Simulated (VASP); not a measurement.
# PbSe (P1) in VASP: single point with PBEsol

Aim: the single point of PbSe with PBEsol.

Everything below comes from runs of VASP 6.6.1. Logs are shortened: lines on timing, memory, paths and dates and some standing lists are left out, and cuts for length are marked.

### Step 1. The cell of the first run

The typed cell holds 2 atoms: a = 3.784 Å, b = 3.784 Å, c = 3.784 Å, α = 90.00°, β = 90.00°, γ = 90.00°.

### Step 2. Single point, PBEsol (one atom moved)

The input, INCAR:

```
  PREC = Accurate
  ENCUT = 520
  EDIFF = 1E-7
  ISMEAR = 0
  SIGMA = 0.1
  LREAL = F
  LASPH = T
  NELM = 60
  ALGO = Normal
  ISIF = 2
  LWAVE = F
  LCHARG = F
  GGA = PS
  NBANDS = 17
```

The input, KPOINTS:

```
regular mesh
0
Gamma
  10 10 10
```

The input, POSCAR:

```
PbSe
1.0
    3.7843220000      0.0000000000      0.0000000000
    0.0000000000      3.7843220000      0.0000000000
    0.0000000000      0.0000000000      3.7843220000
Pb Se
1 1
Direct
   -0.0231719182      0.0421924984     -0.0866152510
    0.5000000000      0.5000000000      0.5000000000
```

Potentials or basis: VASP PAW PBE potentials, release 64 (Pb_d, Se).

On the command line:

```bash
cat potpaw_PBE.64/Pb_d/POTCAR potpaw_PBE.64/Se/POTCAR > POTCAR
mpirun -np 1 vasp_std > vasp.out
```

OUTCAR:

```text
PREC = Accurate
   ENCUT = 520
   EDIFF = 1E-7
   ISMEAR = 0
   LREAL = F
   LASPH = T
   NELM = 60
   ISIF = 2
   GGA = PS

 ion  position               nearest neighbor table
   1  0.977  0.042  0.913-   2 2.95   2 3.06   2 3.15   2 3.25   2 3.34   2 3.44
   2  0.500  0.500  0.500-   1 2.95   1 3.06   1 3.15   1 3.25   1 3.34   1 3.44

  LATTYP: Found a simple cubic cell.
 ALAT       =     3.7843220000

  Lattice vectors:

 A1 = (   3.7843220000,   0.0000000000,   0.0000000000)
 A2 = (   0.0000000000,   3.7843220000,   0.0000000000)
 A3 = (   0.0000000000,   0.0000000000,   3.7843220000)

Analysis of symmetry for initial positions (statically):
=====================================================================
 Subroutine PRICEL returns:
 Original cell was already a primitive cell.

 Routine SETGRP: Setting up the symmetry group for a
 simple cubic supercell.

 Subroutine GETGRP returns: Found  1 space group operations
 (whereof  1 operations were pure point group operations)
 out of a pool of 48 trial point group operations.

The static configuration has the point symmetry C_1 .

Analysis of symmetry for dynamics (positions and initial velocities):
=====================================================================
 Subroutine PRICEL returns:
 Original cell was already a primitive cell.

 Routine SETGRP: Setting up the symmetry group for a
 simple cubic supercell.

 Subroutine GETGRP returns: Found  1 space group operations
 (whereof  1 operations were pure point group operations)
 out of a pool of 48 trial point group operations.

The dynamic configuration has the point symmetry C_1 .

 Subroutine INISYM returns: Found  1 space group operations
 (whereof  1 operations are pure point group operations),
 and found     1 'primitive' translations

----------------------------------------------------------------------------------------

                                     Primitive cell

  volume of cell :      54.1956

  direct lattice vectors                    reciprocal lattice vectors
     3.784322000  0.000000000  0.000000000     0.264248127  0.000000000  0.000000000
     0.000000000  3.784322000  0.000000000     0.000000000  0.264248127  0.000000000
     0.000000000  0.000000000  3.784322000     0.000000000  0.000000000  0.264248127

  length of vectors
     3.784322000  3.784322000  3.784322000     0.264248127  0.264248127  0.264248127

  position of ions in fractional coordinates (direct lattice)
     0.976828082  0.042192498  0.913384749
     0.500000000  0.500000000  0.500000000

  ion indices of the primitive-cell ions
   primitive index   ion index
                 1           1
                 2           2

----------------------------------------------------------------------------------------

 KPOINTS: regular mesh

Automatic generation of k-mesh.
 Grid dimensions read from file:
 generate k-points for:   10   10   10

 Generating k-lattice:

  Cartesian coordinates                     Fractional coordinates (reciprocal lattice)
     0.026424813  0.000000000  0.000000000     0.100000000  0.000000000  0.000000000
     0.000000000  0.026424813  0.000000000     0.000000000  0.100000000  0.000000000
     0.000000000  0.000000000  0.026424813     0.000000000  0.000000000  0.100000000

  Length of vectors
     0.026424813  0.026424813  0.026424813

  Shift w.r.t. Gamma in fractional coordinates (k-lattice)
     0.000000000  0.000000000  0.000000000

 Subroutine IBZKPT returns following result:
 ===========================================

 Found    504 irreducible k-points:

 Following reciprocal coordinates:
            Coordinates               Weight
  0.000000  0.000000  0.000000      1.000000
  0.100000  0.000000  0.000000      2.000000
  0.000000  0.100000  0.000000      2.000000
  0.000000  0.000000  0.100000      2.000000
  0.200000  0.000000  0.000000      2.000000
  0.000000  0.200000  0.000000      2.000000
[... 16 lines left out ...]
  0.200000  0.100000  0.000000      2.000000
  0.000000  0.200000  0.100000      2.000000
 [... further k-points ...]
   k-points           NKPTS =    504   k-points in BZ     NKDIM =    504   number of bands    NBANDS=     17
   number of dos      NEDOS =    301   number of ions     NIONS =      2
   total plane-waves  NPLWV =  21952
   dimension x,y,z NGX =    28 NGY =   28 NGZ =   28
   dimension x,y,z NGXF=    56 NGYF=   56 NGZF=   56
   ions per type =               1   1
   NGX,Y,Z   is equivalent  to a cutoff of  12.30, 12.30, 12.30 a.u.
   NGXF,Y,Z  is equivalent  to a cutoff of  24.60, 24.60, 24.60 a.u.
 SYSTEM =  unknown system
   PREC   = accura    normal or accurate (medium, high low for compatibility)
   ISTART =      0    job   : 0-new  1-cont  2-samecut
   ICHARG =      2    charge: 1-file 2-atom 10-const
   ISPIN  =      1    spin polarized calculation?
   LNONCOLLINEAR =      F non collinear calculations
   LSORBIT =      F    spin-orbit coupling
   LASPH  =      T    aspherical Exc in radial PAW
   ENCUT  =  520.0 eV  38.22 Ry    6.18 a.u.   7.04  7.04  7.04*2*pi/ulx,y,z
   NELM   =     60;   NELMIN=  2; NELMDL= -5     # of ELM steps
   EDIFF  = 0.1E-06   stopping-criterion for ELM
   LREAL  =      F    real-space projection
   EDIFFG = 0.1E-05   stopping-criterion for IOM
   NSW    =      0    number of steps for IOM
   IBRION =     -1    ionic relax: 0-MD 1-quasi-New 2-CG
   NFREE  =      0    steps in history (QN), initial steepest desc. (CG)
   ISIF   =      2    stress and relaxation
   ISYM   =      2    0-nonsym 1-usesym 2-fastsym
   POTIM  = 0.5000    time-step for ionic-motion
   TEBEG  =    0.0;   TEEND  =   0.0 temperature during run
   PSTRESS=    0.0 pullay stress
   NELECT =      20.0000    total number of electrons
   NUPDOWN=      -1.0000    fix difference up-down
   EMIN   =  10.00;   EMAX   =-10.00  energy-range for DOS
   EFERMI =   0.00;   METHOD = LEGACY
   ISMEAR =     0;   SIGMA  =   0.10  broadening in eV -4-tet -1-fermi 0-gaus
   EFERMI_NEDOS =   21; number of points for ismear=-14 and -15
   IALGO  =     38    algorithm
   IMIX   =      4    mixing-type and parameters
     AMIX     =   0.40;   BMIX     =  1.00
     AMIX_MAG =   1.60;   BMIX_MAG =  1.00
  volume/ion in A,a.u.               =      27.10       182.87
  Fermi-wavevector in a.u.,A,eV,Ry     =   1.174258  2.219025 18.760817  1.378881
  Thomas-Fermi vector in A             =   2.310658
   LORBIT       =      0    0 simple, 1 ext, 2 COOP (PROOUT), +10 PAW based schemes
   GGA     = PS    functional components
   LHFCALC =     F    Hartree Fock is set to
   AEXX    =    0.0000 exact exchange contribution
   IVDW    =     0    specifies the selected vdW correction
   LEPSILON=     F    determine dielectric tensor
   LRPA    =     F    only Hartree local field effects (RPA)
 non-spin polarized calculation
 Gauss-broadening in eV      SIGMA  =   0.10
  energy-cutoff  :      520.00
  volume of cell :       54.20
 maximum number of plane-waves:      1492
   NGX = 15   NGY = 15   NGZ = 15

 number of electron      20.0000000 magnetization

 Free energy of the ion-electron system (eV)
  ---------------------------------------------------
  ext. energy  EPLUGINS =         0.00000000
  ---------------------------------------------------
  free energy    TOTEN  =        -8.52524069 eV

  energy without entropy =       -8.52223108  energy(sigma->0) =       -8.52373589

 E-fermi :   5.2003     XC(G=0): -10.0856

 val. band max:        5.1986195041   @ k =  -0.1000  -0.2000   0.2000
 cond. band min:       5.2041579306   @ k =  -0.2000  -0.1000   0.2000
 fundamental gap:      0.0055384265
 Fermi energy:         5.2003441643

 k-point     1 :       0.0000    0.0000    0.0000
  band No.  band energies     occupation
      1     -11.6103      2.00000
      2     -11.5978      2.00000
      3     -11.4599      2.00000
      4     -11.4589      2.00000
      5     -11.4469      2.00000
      6      -8.1550      2.00000
[... 9 lines left out ...]
     16      16.1032      0.00000
     17      17.5630      0.00000

 k-point     2 :       0.1000    0.0000    0.0000
  band No.  band energies     occupation
      1     -11.6084      2.00000
      2     -11.5876      2.00000
      3     -11.4635      2.00000
      4     -11.4597      2.00000
      5     -11.4515      2.00000
      6      -8.0785      2.00000
[... 9 lines left out ...]
     16      16.6802      0.00000
     17      17.1977      0.00000

 k-point     3 :       0.0000    0.1000    0.0000
  band No.  band energies     occupation
      1     -11.6075      2.00000
      2     -11.5886      2.00000
      3     -11.4645      2.00000
      4     -11.4595      2.00000
      5     -11.4504      2.00000
      6      -8.0798      2.00000
[... 9 lines left out ...]
     16      16.6875      0.00000
     17      17.2198      0.00000

 k-point     4 :       0.0000    0.0000    0.1000
  band No.  band energies     occupation
      1     -11.5996      2.00000
      2     -11.5969      2.00000
      3     -11.4640      2.00000
      4     -11.4627      2.00000
      5     -11.4471      2.00000
      6      -8.0847      2.00000
[... 9 lines left out ...]
     16      16.8106      0.00000
     17      17.2420      0.00000

 k-point     5 :       0.2000    0.0000    0.0000
  band No.  band energies     occupation
      1     -11.6057      2.00000
      2     -11.5588      2.00000
      3     -11.4753      2.00000
      4     -11.4660      2.00000
      5     -11.4566      2.00000
      6      -7.8592      2.00000
[... 9 lines left out ...]
     16      15.9552      0.00000
     17      17.1910      0.00000

 k-point     6 :       0.0000    0.2000    0.0000
  band No.  band energies     occupation
      1     -11.6044      2.00000
      2     -11.5606      2.00000
      3     -11.4764      2.00000
      4     -11.4665      2.00000
      5     -11.4540      2.00000
      6      -7.8647      2.00000
[... 9 lines left out ...]
     16      15.9894      0.00000
     17      17.1590      0.00000

 k-point     7 :       0.0000    0.0000    0.2000
  band No.  band energies     occupation
      1     -11.5956      2.00000
      2     -11.5707      2.00000
      3     -11.4747      2.00000
      4     -11.4731      2.00000
      5     -11.4466      2.00000
      6      -7.8850      2.00000
[... 9 lines left out ...]
     16      16.1749      0.00000
     17      17.0996      0.00000

 k-point     8 :       0.3000    0.0000    0.0000
  band No.  band energies     occupation
      1     -11.6030      2.00000
      2     -11.5234      2.00000
      3     -11.4899      2.00000
      4     -11.4805      2.00000
      5     -11.4552      2.00000
      6      -7.5357      2.00000
[... 9 lines left out ...]
     16      14.7258      0.00000
     17      17.5371      0.00000
[... 203 lines left out ...]
      1     -11.5989      2.00000
      2     -11.5855      2.00000
      3     -11.4677      2.00000
      4     -11.4633      2.00000
      5     -11.4519      2.00000
      6      -8.0088      2.00000
[... 9 lines left out ...]
     16      16.2559      0.00000
     17      16.7243      0.00000

 k-point    20 :      -0.1000    0.1000    0.0000
  band No.  band energies     occupation
      1     -11.6034      2.00000
      2     -11.5806      2.00000
      3     -11.4656      2.00000
      4     -11.4625      2.00000
      5     -11.4556      2.00000
      6      -8.0039      2.00000
[... 9 lines left out ...]
     16      16.0991      0.00000
     17      16.7409      0.00000

 k-point    21 :      -0.1000    0.0000    0.1000
  band No.  band energies     occupation
      1     -11.5988      2.00000
      2     -11.5856      2.00000
      3     -11.4680      2.00000
      4     -11.4637      2.00000
      5     -11.4515      2.00000
      6      -8.0086      2.00000
[... 9 lines left out ...]
     16      16.2246      0.00000
     17      16.7226      0.00000

 k-point    22 :       0.0000   -0.1000    0.1000
  band No.  band energies     occupation
      1     -11.5975      2.00000
      2     -11.5870      2.00000
      3     -11.4688      2.00000
      4     -11.4623      2.00000
      5     -11.4514      2.00000
      6      -8.0101      2.00000
[... 9 lines left out ...]
     16      16.2996      0.00000
     17      16.7170      0.00000

 k-point    23 :       0.2000    0.1000    0.0000
  band No.  band energies     occupation
      1     -11.5985      2.00000
      2     -11.5540      2.00000
      3     -11.4770      2.00000
      4     -11.4706      2.00000
      5     -11.4605      2.00000
      6      -7.7864      2.00000
[... 9 lines left out ...]
     16      15.5803      0.00000
     17      16.3423      0.00000

 k-point    24 :       0.0000    0.2000    0.1000
  band No.  band energies     occupation
      1     -11.5953      2.00000
      2     -11.5577      2.00000
      3     -11.4826      2.00000
      4     -11.4675      2.00000
      5     -11.4565      2.00000
      6      -7.7965      2.00000
[... 9 lines left out ...]
     16      15.7925      0.00000
     17      16.3750      0.00000

 [... further k-points ...]

------------------------ aborting loop because EDIFF is reached ----------------------------------------

  FORCE on cell =-STRESS in cart. coord.  units (eV):
  Direction    XX          YY          ZZ          XY          YZ          ZX
  --------------------------------------------------------------------------------------
  -------------------------------------------------------------------------------------
  Total       -0.5948110     -0.5303210     -0.2907053     -0.0959412     -0.1957764      0.1217012
  in kB      -17.5843088    -15.6778020     -8.5940772     -2.8362967     -5.7877090      3.5978335
  external PRESSURE =     -13.9520627 kB  Pullay stress =       0.0000000 kB

 VOLUME and BASIS-vectors are now :
 -----------------------------------------------------------------------------
  energy-cutoff  :      520.00
  volume of cell :       54.20
      direct lattice vectors                 reciprocal lattice vectors
     3.784322000  0.000000000  0.000000000     0.264248127  0.000000000  0.000000000
     0.000000000  3.784322000  0.000000000     0.000000000  0.264248127  0.000000000
     0.000000000  0.000000000  3.784322000     0.000000000  0.000000000  0.264248127

 POSITION                                       TOTAL-FORCE (eV/Angst)
 -----------------------------------------------------------------------------------
      3.69663      0.15967      3.45654        -0.032158      0.061043     -0.102697
      1.89216      1.89216      1.89216         0.032158     -0.061043      0.102697
 -----------------------------------------------------------------------------------
    total drift:                                0.000079     -0.000073     -0.000075

  FREE ENERGIE OF THE ION-ELECTRON SYSTEM (eV)
  ---------------------------------------------------
  free  energy   TOTEN  =        -8.5252406935 eV

  energy  without entropy=       -8.5222310834  energy(sigma->0) =       -8.52373589
```

Wall time 8.6 min (1 thread of AMD EPYC 7R13, shared host); peak memory 0.52 GiB.

Results:

```
Free energy            : -8.5252 eV
Pressure               : -1.4 GPa
Largest force          : 0.124 eV/Å
Band gap on the k mesh : zero (bands 10 and 11 overlap by 0.67 eV)
```

Forces on the atoms (eV/Å):
```
Pb  -0.032  0.061 -0.103
Se   0.032 -0.061  0.103
```

Stress tensor (GPa, compression positive):
```
-1.76 -0.28  0.36
-0.28 -1.57 -0.58
 0.36 -0.58 -0.86
```

Levels at points of the mesh, in eV from the Fermi level:
```tsv
k point	band 6	band 7	band 8	band 9	band 10	band 11	band 12	band 13	band 14	band 15
(0.00, 0.00, 0.00)	-13.36	-6.97	-1.64	-1.58	-1.35	3.92	4.65	6.25	6.55	7.28
(0.50, 0.00, 0.00)	-12.25	-9.04	-0.74	-0.35	-0.30	0.61	3.39	3.61	6.46	8.06
(0.00, 0.50, 0.00)	-12.28	-8.98	-0.74	-0.40	-0.32	0.58	3.41	3.65	6.44	8.10
(0.00, 0.00, 0.50)	-12.38	-8.74	-0.83	-0.53	-0.49	0.52	3.67	3.72	6.34	8.33
(0.50, 0.50, 0.00)	-11.58	-7.56	-4.47	-4.38	0.00	4.19	4.28	4.92	6.75	8.78
(0.00, 0.50, 0.50)	-11.64	-7.66	-4.36	-4.05	-0.11	3.86	4.07	4.81	6.82	8.74
(0.50, 0.00, 0.50)	-11.63	-7.66	-4.34	-4.14	-0.09	3.94	4.07	4.84	6.82	8.74
(0.50, 0.50, 0.50)	-11.33	-6.49	-2.90	-2.81	-2.37	-0.62	-0.11	0.09	13.10	13.32
```

Caveat: the cell differs from its parent crystal (one atom moved); semilocal functionals underestimate gaps, and a narrow one can read as zero; the PAW data sets were made with another functional, which shifts forces and pressure a little; spin-orbit coupling is left out, which moves the levels of the heavy elements.
